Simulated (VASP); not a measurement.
# Co (P6_3/mmc) in VASP: further runs

Co is run at these levels: PBE; tasks: single point, relaxation of cell and atoms.

All numbers are computed with VASP 6.6.1; they aren't measurements. Logs are shortened: lines on timing, memory, paths and dates and some standing lists are left out, and cuts for length are marked.

### 1 The cell of the first run

It takes space group P6_3/mmc (No. 194, hexagonal). Conventional cell: a = 2.458 Å, b = 2.458 Å, c = 3.961 Å, α = 90.00°, β = 90.00°, γ = 120.00°. Within 3.2 Å of Co (site symmetry -6m2) lie 12 Co at 2.44 to 2.46 Å.

### 2 Single point, PBE

The input, INCAR:

```
PREC = Accurate ; ENCUT = 520
EDIFF = 1E-6 ; ISMEAR = -1
SIGMA = 0.1 ; LREAL = F
LASPH = T ; NELM = 60
ALGO = Normal ; ISIF = 2
LWAVE = F ; LCHARG = T
GGA = PE ; LELF = T
LVHAR = T ; NBANDS = 16
```

The input, KPOINTS:

```
regular mesh
0
Gamma
  14 14 8
```

The input, POSCAR:

```
Co
1.0
    2.4583938885      0.0000000000      0.0000000000
   -1.2291969442      2.1290315600      0.0000000000
    0.0000000000      0.0000000000      3.9606905031
Co
2
Direct
    0.3333333333      0.6666666667      0.2500000000
    0.6666666667      0.3333333333      0.7500000000
```

Potentials or basis: VASP PAW PBE potentials, release 64 (Co).

Run with:

```
$ cat potpaw_PBE.64/Co/POTCAR > POTCAR
$ mpirun -np 1 vasp_std > vasp.out
```

OUTCAR:

```text
PREC = Accurate
   ENCUT = 520
   EDIFF = 1E-6
   ISMEAR = -1
   LREAL = F
   LASPH = T
   NELM = 60
   ISIF = 2
   GGA = PE

 ion  position               nearest neighbor table
   1  0.333  0.667  0.250-   2 2.44   2 2.44   2 2.44   2 2.44   2 2.44   2 2.44
   2  0.667  0.333  0.750-   1 2.44   1 2.44   1 2.44   1 2.44   1 2.44   1 2.44

  LATTYP: Found a hexagonal cell.
 ALAT       =     2.4583938885
 C/A-ratio  =     1.6110886549

  Lattice vectors:

 A1 = (   2.4583938885,   0.0000000000,   0.0000000000)
 A2 = (  -1.2291969442,   2.1290315600,   0.0000000000)
 A3 = (   0.0000000000,   0.0000000000,   3.9606905031)

Analysis of symmetry for initial positions (statically):
=====================================================================
 Subroutine PRICEL returns:
 Original cell was already a primitive cell.

 Routine SETGRP: Setting up the symmetry group for a
 hexagonal supercell.

 Subroutine GETGRP returns: Found 24 space group operations
 (whereof 12 operations were pure point group operations)
 out of a pool of 24 trial point group operations.

The static configuration has the point symmetry D_3d.
 The point group associated with its full space group is D_6h.

Analysis of symmetry for dynamics (positions and initial velocities):
=====================================================================
 Subroutine PRICEL returns:
 Original cell was already a primitive cell.

 Routine SETGRP: Setting up the symmetry group for a
 hexagonal supercell.

 Subroutine GETGRP returns: Found 24 space group operations
 (whereof 12 operations were pure point group operations)
 out of a pool of 24 trial point group operations.

The dynamic configuration has the point symmetry D_3d.
 The point group associated with its full space group is D_6h.

 Subroutine INISYM returns: Found 24 space group operations
 (whereof 12 operations are pure point group operations),
 and found     1 'primitive' translations

----------------------------------------------------------------------------------------

                                     Primitive cell

  volume of cell :      20.7302

  direct lattice vectors                    reciprocal lattice vectors
     2.458393888  0.000000000  0.000000000     0.406769641  0.234848562  0.000000000
    -1.229196944  2.129031560  0.000000000     0.000000000  0.469697124  0.000000000
     0.000000000  0.000000000  3.960690503     0.000000000  0.000000000  0.252481228

  length of vectors
     2.458393888  2.458393889  3.960690503     0.469697124  0.469697124  0.252481228

  position of ions in fractional coordinates (direct lattice)
     0.333333333  0.666666667  0.250000000
     0.666666667  0.333333333  0.750000000

  ion indices of the primitive-cell ions
   primitive index   ion index
                 1           1
                 2           2

----------------------------------------------------------------------------------------

 KPOINTS: regular mesh

Automatic generation of k-mesh.
 Grid dimensions read from file:
 generate k-points for:   14   14    8

 Generating k-lattice:

  Cartesian coordinates                     Fractional coordinates (reciprocal lattice)
     0.029054974  0.016774897  0.000000000     0.071428571  0.000000000  0.000000000
     0.000000000  0.033549795  0.000000000     0.000000000  0.071428571  0.000000000
     0.000000000  0.000000000  0.031560153     0.000000000  0.000000000  0.125000000

  Length of vectors
     0.033549795  0.033549795  0.031560153

  Shift w.r.t. Gamma in fractional coordinates (k-lattice)
     0.000000000  0.000000000  0.000000000

 Subroutine IBZKPT returns following result:
 ===========================================

 Found    120 irreducible k-points:

 Following reciprocal coordinates:
            Coordinates               Weight
  0.000000  0.000000  0.000000      1.000000
  0.071429  0.000000  0.000000      6.000000
  0.142857 -0.000000  0.000000      6.000000
  0.214286 -0.000000  0.000000      6.000000
  0.285714  0.000000  0.000000      6.000000
  0.357143 -0.000000  0.000000      6.000000
[... 16 lines left out ...]
  0.285714  0.285714  0.000000      6.000000
  0.357143  0.285714  0.000000      6.000000
 [... further k-points ...]
   k-points           NKPTS =    120   k-points in BZ     NKDIM =    120   number of bands    NBANDS=     16
   number of dos      NEDOS =    301   number of ions     NIONS =      2
   total plane-waves  NPLWV =   9720
   dimension x,y,z NGX =    18 NGY =   18 NGZ =   30
   dimension x,y,z NGXF=    36 NGYF=   36 NGZF=   60
   ions per type =               2
   NGX,Y,Z   is equivalent  to a cutoff of  12.17, 12.17, 12.59 a.u.
   NGXF,Y,Z  is equivalent  to a cutoff of  24.34, 24.34, 25.18 a.u.
 SYSTEM =  unknown system
   PREC   = accura    normal or accurate (medium, high low for compatibility)
   ISTART =      0    job   : 0-new  1-cont  2-samecut
   ICHARG =      2    charge: 1-file 2-atom 10-const
   ISPIN  =      1    spin polarized calculation?
   LNONCOLLINEAR =      F non collinear calculations
   LSORBIT =      F    spin-orbit coupling
   LASPH  =      T    aspherical Exc in radial PAW
   ENCUT  =  520.0 eV  38.22 Ry    6.18 a.u.   4.57  4.57  7.36*2*pi/ulx,y,z
   NELM   =     60;   NELMIN=  2; NELMDL= -5     # of ELM steps
   EDIFF  = 0.1E-05   stopping-criterion for ELM
   LREAL  =      F    real-space projection
   EDIFFG = 0.1E-04   stopping-criterion for IOM
   NSW    =      0    number of steps for IOM
   IBRION =     -1    ionic relax: 0-MD 1-quasi-New 2-CG
   NFREE  =      0    steps in history (QN), initial steepest desc. (CG)
   ISIF   =      2    stress and relaxation
   ISYM   =      2    0-nonsym 1-usesym 2-fastsym
   POTIM  = 0.5000    time-step for ionic-motion
   TEBEG  =    0.0;   TEEND  =   0.0 temperature during run
   PSTRESS=    0.0 pullay stress
   NELECT =      18.0000    total number of electrons
   NUPDOWN=      -1.0000    fix difference up-down
   EMIN   =  10.00;   EMAX   =-10.00  energy-range for DOS
   EFERMI =   0.00;   METHOD = LEGACY
   ISMEAR =    -1;   SIGMA  =   0.10  broadening in eV -4-tet -1-fermi 0-gaus
   EFERMI_NEDOS =   21; number of points for ismear=-14 and -15
   IALGO  =     38    algorithm
   IMIX   =      4    mixing-type and parameters
     AMIX     =   0.40;   BMIX     =  1.00
[... 32 lines left out ...]
 Fermi energy:        10.8552917471

 k-point     1 :       0.0000    0.0000    0.0000
  band No.  band energies     occupation
      1       1.7302      2.00000
      2       5.9926      2.00000
      3       8.9627      2.00000
      4       8.9833      2.00000
      5       8.9833      2.00000
      6       9.3481      2.00000
[... 8 lines left out ...]
     15      36.3764      0.00000
     16      36.4270      0.00000

 k-point     2 :       0.0714    0.0000    0.0000
  band No.  band energies     occupation
      1       1.9154      2.00000
      2       6.1111      2.00000
      3       8.7517      2.00000
      4       9.0760      2.00000
      5       9.1612      2.00000
      6       9.3018      2.00000
[... 8 lines left out ...]
     15      34.1505      0.00000
     16      34.5298      0.00000

 k-point     3 :       0.1429   -0.0000    0.0000
  band No.  band energies     occupation
      1       2.4575      2.00000
      2       6.4257      2.00000
      3       8.4757      2.00000
      4       8.8253      2.00000
      5       9.1390      2.00000
      6       9.3426      2.00000
[... 8 lines left out ...]
     15      32.3609      0.00000
     16      33.2089      0.00000

 k-point     4 :       0.2143   -0.0000    0.0000
  band No.  band energies     occupation
      1       3.3092      2.00000
      2       6.7879      2.00000
      3       8.0948      2.00000
      4       8.2149      2.00000
      5       8.9972      2.00000
      6       9.3027      2.00000
[... 8 lines left out ...]
     15      30.3982      0.00000
     16      32.4067      0.00000

 k-point     5 :       0.2857    0.0000    0.0000
  band No.  band energies     occupation
      1       4.3657      2.00000
      2       6.9304      2.00000
      3       7.5224      2.00000
      4       8.1177      2.00000
      5       8.9835      2.00000
      6       9.1016      2.00000
[... 8 lines left out ...]
     15      28.7138      0.00000
     16      30.1872      0.00000

 k-point     6 :       0.3571   -0.0000    0.0000
  band No.  band energies     occupation
      1       5.4091      2.00000
      2       6.8045      2.00000
      3       7.1152      2.00000
      4       8.2096      2.00000
      5       8.9345      2.00000
      6       9.1482      2.00000
[... 8 lines left out ...]
     15      27.3900      0.00000
     16      27.6776      0.00000

 k-point     7 :       0.4286   -0.0000    0.0000
  band No.  band energies     occupation
      1       6.1184      2.00000
      2       6.6227      2.00000
      3       6.8723      2.00000
      4       8.4598      2.00000
      5       8.8248      2.00000
      6       9.0423      2.00000
[... 8 lines left out ...]
     15      25.4992      0.00000
     16      26.5290      0.00000

 k-point     8 :       0.5000    0.0000    0.0000
  band No.  band energies     occupation
      1       6.3999      2.00000
      2       6.4821      2.00000
      3       6.7917      2.00000
      4       8.6276      2.00000
      5       8.7867      2.00000
      6       9.0048      2.00000
[... 8 lines left out ...]
     15      24.3163      0.00000
     16      25.7495      0.00000

 k-point     9 :       0.0714    0.0714    0.0000
  band No.  band energies     occupation
      1       2.2794      2.00000
      2       6.3297      2.00000
      3       8.5461      2.00000
      4       9.0607      2.00000
      5       9.2046      2.00000
      6       9.2680      2.00000
[... 8 lines left out ...]
     15      31.2914      0.00000
     16      35.3807      0.00000
[... 172 lines left out ...]
 k-point    19 :       0.4286    0.1429    0.0000
  band No.  band energies     occupation
      1       6.7103      2.00000
      2       6.7807      2.00000
      3       6.8712      2.00000
      4       8.2192      2.00000
      5       8.6752      2.00000
      6       8.9226      2.00000
[... 8 lines left out ...]
     15      22.5888      0.00000
     16      24.5854      0.00000

 k-point    20 :       0.2143    0.2143    0.0000
  band No.  band energies     occupation
      1       5.7979      2.00000
      2       7.1919      2.00000
      3       7.3768      2.00000
      4       7.4971      2.00000
      5       8.6281      2.00000
      6       9.1912      2.00000
[... 8 lines left out ...]
     15      22.4339      0.00000
     16      29.3954      0.00000

 k-point    21 :       0.2857    0.2143    0.0000
  band No.  band energies     occupation
      1       6.6081      2.00000
      2       7.0279      2.00000
      3       7.2194      2.00000
      4       7.6171      2.00000
      5       8.5602      2.00000
      6       9.0380      2.00000
[... 8 lines left out ...]
     15      22.0939      0.00000
     16      27.3514      0.00000

 k-point    22 :       0.3571    0.2143    0.0000
  band No.  band energies     occupation
      1       6.9470      2.00000
      2       6.9591      2.00000
      3       7.0915      2.00000
      4       7.8478      2.00000
      5       8.5850      2.00000
      6       8.8578      2.00000
[... 8 lines left out ...]
     15      22.7983      0.00000
     16      25.3497      0.00000

 k-point    23 :       0.2857    0.2857    0.0000
  band No.  band energies     occupation
      1       6.9870      2.00000
      2       7.0857      2.00000
      3       7.3985      2.00000
      4       7.4937      2.00000
      5       8.5377      2.00000
      6       8.8377      2.00000
[... 8 lines left out ...]
     15      22.9222      0.00000
     16      26.6316      0.00000

 k-point    24 :       0.3571    0.2857    0.0000
  band No.  band energies     occupation
      1       6.9772      2.00000
      2       7.2254      2.00000
      3       7.3169      2.00000
      4       7.6307      2.00000
      5       8.5858      2.00000
      6       8.7062      2.00000
[... 8 lines left out ...]
     15      23.8445      0.00000
     16      25.1405      0.00000

 [... further k-points ...]
[... 5 lines left out ...]
  --------------------------------------------------------------------------------------
  -------------------------------------------------------------------------------------
  Total       -0.0884247     -0.0884247     -0.1020402     -0.0000000      0.0000000      0.0000000
  in kB       -6.8340741     -6.8340741     -7.8863756     -0.0000000      0.0000000      0.0000000
  external PRESSURE =      -7.1848413 kB  Pullay stress =       0.0000000 kB

 VOLUME and BASIS-vectors are now :
 -----------------------------------------------------------------------------
  energy-cutoff  :      520.00
  volume of cell :       20.73
      direct lattice vectors                 reciprocal lattice vectors
     2.458393888  0.000000000  0.000000000     0.406769641  0.234848562  0.000000000
    -1.229196944  2.129031560  0.000000000     0.000000000  0.469697124  0.000000000
     0.000000000  0.000000000  3.960690503     0.000000000  0.000000000  0.252481228

 POSITION                                       TOTAL-FORCE (eV/Angst)
 -----------------------------------------------------------------------------------
     -0.00000      1.41935      0.99017        -0.000000      0.000000      0.000000
      1.22920      0.70968      2.97052         0.000000      0.000000      0.000000
 -----------------------------------------------------------------------------------
    total drift:                               -0.000000     -0.000000     -0.000000

  FREE ENERGIE OF THE ION-ELECTRON SYSTEM (eV)
  ---------------------------------------------------
  free  energy   TOTEN  =       -13.7298103469 eV

  energy  without entropy=      -13.5482556241  energy(sigma->0) =      -13.63903299
```

Wall time 14 s (1 thread of Intel Xeon 6975P-C (Granite Rapids), shared host); peak memory 0.14 GiB.

Results:

* Free energy: -13.7298 eV
* Pressure: -0.7 GPa
* Band gap on the k mesh: zero (band 9 reaches 11.23 eV, above the bottom of band 10 at 9.66 eV)

Levels at points of the mesh, in eV from the Fermi level:
| k point | band 7 | band 8 | band 9 | band 10 | band 11 | band 12 |
| --- | --- | --- | --- | --- | --- | --- |
| (0.00, 0.00, 0.00) | -1.51 | -1.13 | -1.13 | -0.03 | 0.11 | 0.11 |
| (0.50, 0.00, 0.00) | -1.46 | 0.25 | 0.38 | 0.43 | 1.98 | 4.01 |
| (0.00, 0.00, 0.50) | -1.95 | -1.95 | -0.23 | -0.23 | -0.23 | -0.23 |
| (0.50, 0.00, 0.50) | -0.35 | -0.35 | 0.36 | 0.36 | 1.93 | 1.93 |

Caveat: the run has no spin polarisation, though such a crystal can be magnetic.

### 3 Relaxation of cell and atoms, PBE

This run uses another cell than the first one, of 11.07 Å³/atom, 1.068 times its volume.

The input, INCAR:

```
SYSTEM = Co
PREC = Accurate ; ENCUT = 600
EDIFF = 1E-6 ; ISMEAR = -1
SIGMA = 0.1 ; LREAL = .False.
LASPH = .True. ; NELM = 60
ALGO = Normal ; ISIF = 3
LWAVE = .False. ; LCHARG = .False.
GGA = PE ; IBRION = 2
NSW = 80 ; EDIFFG = -0.01
```

The input, KPOINTS:

```
regular mesh
0
Gamma
  14 14 8
  0 0 0
```

The input, POSCAR:

```
Co
1.0
    2.5070990085      0.0000000000      0.0000000000
   -1.2535495042      2.1712114311      0.0000000000
    0.0000000000      0.0000000000      4.0686000000
Co
2
Direct
    0.3333333333      0.6666666667      0.2500000000
    0.6666666667      0.3333333333      0.7500000000
```

Potentials or basis: VASP PAW PBE potentials, release 64 (Co).

Run with:

```
$ cat potpaw_PBE.64/Co/POTCAR > POTCAR
$ mpirun -np 1 vasp_std > vasp.out
```

Wall time 50 s (1 thread of Intel Xeon 6975P-C (Granite Rapids), shared host); peak memory 0.17 GiB.

It converged, with:

* Free energy: -13.7303 eV
* Relaxed volume: 10.32 Å³/atom
* Relaxed cell: a = 2.455 Å, b = 2.455 Å, c = 3.955 Å, α = 90.00°, β = 90.00°, γ = 120.00°
* Space group after relaxing (to 0.05 Å): P6_3/mmc (No. 194)
* Energy gained by relaxing: 36.7 meV/atom
* Ionic steps: 6
* Pressure after relaxing: 0.1 GPa
* Band gap on the k mesh: zero (band 9 reaches 11.30 eV, above the bottom of band 10 at 9.72 eV)

Stress tensor (GPa, compression positive):
```
0.11 0.00 0.00
0.00 0.11 0.00
0.00 0.00 0.02
```

Step by step:
```
step  energy change (eV)  largest force (eV/Å)  pressure (GPa)  volume (Å³)
   1              0.0000                0.0000          -14.55        22.15
   2              0.0352                0.0000           23.93        19.08
   3             -0.0732                0.0000           -0.23        20.67
   4             -0.0732                0.0000            0.17        20.64
   5             -0.0735                0.0000            0.11        20.65
   6             -0.0735                0.0000            0.08        20.65
```

Final structure:
```
CELL_PARAMETERS angstrom
2.45526 0.00000 0.00000
-1.22763 2.12632 0.00000
0.00000 0.00000 3.95489
ATOMIC_POSITIONS crystal
Co 0.33333 0.66667 0.25000
Co 0.66667 0.33333 0.75000
```

Levels at points of the mesh, in eV from the Fermi level:
```tsv
k point	band 7	band 8	band 9	band 10	band 11	band 12
(0.00, 0.00, 0.00)	-1.52	-1.14	-1.14	-0.03	0.11	0.11
(0.50, 0.00, 0.00)	-1.47	0.26	0.38	0.43	1.99	4.02
(0.00, 0.00, 0.50)	-1.96	-1.96	-0.23	-0.23	-0.23	-0.23
(0.50, 0.00, 0.50)	-0.35	-0.35	0.36	0.36	1.94	1.94
```

Caveat: the run has no spin polarisation, though such a crystal can be magnetic. Spin polarisation is off, so any magnetic state and its effect on volume and gap are missing.

### 4 Single point, PBE (volume scaled by 0.88)

The input, INCAR:

```
SYSTEM = Co
  PREC = Accurate
  ENCUT = 520
  EDIFF = 1E-6
  ISMEAR = -1
  SIGMA = 0.1
  LREAL = .FALSE.
  LASPH = .TRUE.
  NELM = 60
  ALGO = Normal
  ISIF = 2
  LWAVE = .FALSE.
  LCHARG = .FALSE.
  GGA = PE
  NBANDS = 16
```

The input, KPOINTS:

```
Automatic mesh
0
G
  24 24 13
  0 0 0
```

The input, POSCAR:

```
Co
1.0
    2.3558394588      0.0000000000      0.0000000000
   -1.1779197294      2.0402168186      0.0000000000
    0.0000000000      0.0000000000      3.7954662248
Co
2
Direct
    0.3333333333      0.6666666667      0.2500000000
    0.6666666667      0.3333333333      0.7500000000
```

Run with:

```
$ cat potpaw_PBE.64/Co/POTCAR > POTCAR
$ mpirun -np 1 vasp_std > vasp.out
```

It took 42 s on 1 thread of Intel Xeon 6975P-C (Granite Rapids), shared host; peak memory 0.21 GiB.

The run converged. Its results:

* Free energy: -13.4534 eV
* Pressure: 41.5 GPa
* Band gap on the k mesh: zero (band 9 reaches 13.47 eV, above the bottom of band 10 at 11.61 eV)

Stress tensor (GPa, compression positive):
```
41.18  0.00  0.00
 0.00 41.18  0.00
 0.00  0.00 42.05
```

Levels at points of the mesh, in eV from the Fermi level:
```
           k point  band 7  band 8  band 9  band 10  band 11  band 12
(0.00, 0.00, 0.00)   -1.83   -1.38   -1.38    -0.18     0.12     0.12
(0.50, 0.00, 0.00)   -1.77    0.30    0.45     0.51     2.27     4.61
```

Caveat: the cell differs from its parent crystal (volume scaled by 0.88); the run has no spin polarisation, though such a crystal can be magnetic. Spin polarisation is off, so any magnetic state and its effect on volume and gap are missing.

### 5 Overview

```csv
task,cell,k mesh,cutoff (eV),gap on the mesh (eV),pressure (GPa)
single point,"a = 2.458, b = 2.458, c = 3.961 Å, angles 90.0, 90.0, 120.0°, 2 atoms",14 × 14 × 8,520,none,-0.7
relaxation of cell and atoms,"relaxed from a = 2.507, b = 2.507, c = 4.069 Å, angles 90.0, 90.0, 120.0°, 2 atoms",14 × 14 × 8,600,none,0.1
single point,"a = 2.356, b = 2.356, c = 3.795 Å, angles 90.0, 90.0, 120.0°, 2 atoms",24 × 24 × 13,520,none,41.5
```

Alike in all rows: level PBE; potentials or basis VASP PAW PBE potentials, release 64 (Co); no spin polarisation; smearing fermi-dirac 0.1 eV.

Caveats: the run has no spin polarisation, though such a crystal can be magnetic.

Total energies depend on the potentials used, so only differences within one code and one set of settings carry meaning.
